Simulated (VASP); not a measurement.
A run of VASP 6.6.1:

Contents of INCAR:

```
PREC = Accurate ; ENCUT = 520
EDIFF = 1E-6 ; ISMEAR = 0
SIGMA = 0.15 ; LREAL = F
LASPH = T ; NELM = 100
ALGO = Normal ; ISIF = 2
LWAVE = F ; LCHARG = F
GGA = PS ; NBANDS = 10
```

KPOINTS

```
Automatic mesh
0
Gamma
  16 16 16
```

File POSCAR:

```
Na
1.0
   -1.7704000000      1.7704000000      2.6556500000
    1.7704000000     -1.7704000000      2.6556500000
    1.7704000000      1.7704000000     -2.6556500000
Na
1
Direct
    0.0000000000      0.0000000000      0.0000000000
```

Potentials or basis: VASP PAW PBE potentials, release 64 (Na_pv).

Launch:

```console
$ cat potpaw_PBE.64/Na_pv/POTCAR > POTCAR
$ mpirun -np 1 vasp_std > vasp.out
```

Hardware: 1 thread of Intel Xeon 8259CL, with other jobs on the host.

Problem. How long does it take, and how much memory?

Solution. Run time: 120 s on 1 thread of Intel Xeon 8259CL, with other jobs on the host, peak memory 0.22 GiB. Counts: scf iterations 9, k points 349.
